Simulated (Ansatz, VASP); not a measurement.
**Ti3Zn: VASP beside Ansatz**

```
Ti Zn
1.0
     3.80289   -0.03376   -0.03376
    -0.03376    3.80289   -0.03376
    -0.03376   -0.03376    3.80289
Ti Zn
3 1
Direct
  0.00000 0.50000 0.50000
  0.50000 0.00000 0.50000
  0.50000 0.50000 0.00000
  0.00000 0.00000 0.00000
```

Alike in both runs: task single point; functional LDA; k mesh 12 × 12 × 12; occupations gaussian, width 0.15 eV; no spin polarisation.

|  | VASP | Ansatz |
| --- | --- | --- |
| version | VASP 6.6.1 | Ansatz 0.2.0 |
| potentials or method | VASP PAW LDA potentials, release 64 (Ti_sv, Zn), cutoff 520 eV | scalar-relativistic, plane waves, PAW |
| valence electrons in the cell | 48 | 48 |

```tsv
	VASP	Ansatz	Ansatz less VASP
gap on the k mesh at the Fermi level (eV)	none	none	-
pressure (GPa)	13.0	12.8	-0.15
traceless stress, the component that is largest in VASP (GPa)	1.57	1.57	0.000
```

LDA's correlation is that of Perdew and Zunger in VASP and of Perdew and Wang (1992) in Ansatz. A gap of «none» marks a metal or a gap that the smearing closes.
